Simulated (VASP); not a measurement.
An input for VASP 6.6.1 (C):

Contents of INCAR:

```
ALGO = Normal ; EDIFF = 1E-7
EDIFFG = -0.005 ; ENCUT = 600
GGA = PE ; IBRION = 2
ISIF = 3 ; ISMEAR = 0
LASPH = True ; LCHARG = False
LREAL = False ; LWAVE = False
NELM = 80 ; NSW = 70
PREC = Accurate ; SIGMA = 0.1
```

The input KPOINTS:

```
k-points
0
Gamma
  21 21 6
```

POSCAR

```
C
1.0
    1.2327476414     -2.1341560293      0.0000000000
    1.2327476414      2.1341560293      0.0000000000
    0.0000000000      0.0000000000      6.8033352545
C
4
Direct
    0.0833104424      0.9166895576      0.7499981988
    0.5833104424      0.4166895576      0.2500018012
    0.9166895576      0.0833104424      0.2500018012
    0.4166895576      0.5833104424      0.7499981988
```

Potentials or basis: VASP PAW PBE potentials, release 64 (C).

Launch:

```console
$ cat potpaw_PBE.64/C/POTCAR > POTCAR
$ mpirun -np 1 vasp_std > vasp.out
```

**Question.** What does the program do with it?

**Answer.** The run stopped without a result. It printed:

OUTCAR:

```text
EDIFF = 1E-7
   EDIFFG = -0.005
   ENCUT = 600
   GGA = PE
   IBRION = 2
   ISIF = 3
   ISMEAR = 0
   LASPH = True
   LREAL = False
   NELM = 80
[... 41 lines left out ...]
|     E        R     R  R     R  O     O  R     R     ###     ###     ###     |
|     E        R     R  R     R  O     O  R     R     ###     ###     ###     |
|     EEEEE    RRRRRR   RRRRRR   O     O  RRRRRR       #       #       #      |
|     E        R   R    R   R    O     O  R   R                               |
|     E        R    R   R    R   O     O  R    R      ###     ###     ###     |
|     EEEEEEE  R     R  R     R  OOOOOOO  R     R     ###     ###     ###     |
|                                                                             |
|     PRICELV: current lattice and primitive lattice are incommensurate       |
|     within SYMPREC.                                                         |
|                                                                             |
|       ---->  I REFUSE TO CONTINUE WITH THIS SICK JOB ... BYE!!! <----       |
|                                                                             |
 -----------------------------------------------------------------------------
```

On the terminal:

```text
POSCAR found type information on POSCAR C
 POSCAR found :  1 types and       4 ions
[... 18 lines left out ...]

1
```
